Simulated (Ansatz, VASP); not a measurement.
CoSn: VASP beside Ansatz

The input INCAR:

```
PREC = Accurate
ENCUT = 520
EDIFF = 1E-7
ISMEAR = 0
SIGMA = 0.05
LREAL = F
LASPH = T
NELM = 80
ALGO = Fast
ISIF = 2
LWAVE = F
LCHARG = F
GGA = PS
NBANDS = 44
```

Contents of KPOINTS:

```
Automatic mesh
0
Gamma
  9 9 8
```

File POSCAR:

```
CoSn
1.0
    5.3489295771      0.0000000000      0.0000000000
   -2.6744647886      4.6323088969      0.0000000000
    0.0000000000      0.0000000000      4.2697207649
Co Sn
3 3
Direct
    0.0000000000      0.5000000000      0.0000000000
    0.5000000000      0.5000000000      0.0000000000
    0.5000000000      0.0000000000      0.0000000000
    0.6666666700      0.3333333300      0.5000000000
    0.3333333300      0.6666666700      0.5000000000
    0.0000000000      0.0000000000      0.0000000000
```

Input for Ansatz:

```yaml
crystal:
  lattice:
    - [5.3489295771, 0.0, 0.0]
    - [-2.6744647886, 4.6323088969, 0.0]
    - [0.0, 0.0, 4.2697207649]
  atoms:
    - { symbol: Co, position: [0.0, 0.5, 0.0] }
    - { symbol: Co, position: [0.5, 0.5, 0.0] }
    - { symbol: Co, position: [0.5, 0.0, 0.0] }
    - { symbol: Sn, position: [0.66666667, 0.33333333, 0.5] }
    - { symbol: Sn, position: [0.33333333, 0.66666667, 0.5] }
    - { symbol: Sn, position: [0.0, 0.0, 0.0] }
basis:
  ecutwfc: 420
  fft_grid_basis: typed
kpoints:
  mp_grid: { grid: [9, 9, 8] }
hamiltonian:
  xc: pbesol
  pseudopotentials: { kind: paw }
scf:
  occupations: { method: gaussian, width: 0.05 }
output:
  forces: true
  stress: true
  eigenvalues: true
  bader: true
  write_density: true
  volumetric_format: npy
  elf: true
```

Alike in both runs: task single point; functional PBEsol; k mesh 9 × 9 × 8; occupations gaussian, width 0.05 eV; no spin polarisation.

|  | VASP | Ansatz |
| --- | --- | --- |
| version | VASP 6.6.1 | Ansatz 0.2.0 |
| potentials or method | VASP PAW PBE potentials, release 64 (Co, Sn_d), cutoff 520 eV | scalar-relativistic, plane waves, PAW |
| valence electrons in the cell | 69 | 93 |

Ansatz gave:

```
gap on the k mesh at the Fermi level (eV)                     : none
pressure (GPa)                                                : -8.9
traceless stress, the component that is largest in VASP (GPa) : -0.02
```

Q: Estimate VASP's values.

A: gap on the k mesh at the Fermi level (eV): none; pressure (GPa): -8.9; traceless stress, the component that is largest in VASP (GPa): -0.09.

VASP's potentials were made for PBE, not for PBEsol. A gap of «none» marks a metal or a gap that the smearing closes. VASP's potentials hold 69 valence electrons a cell and Ansatz's 93, so a difference there can come from the potentials and not from the codes.
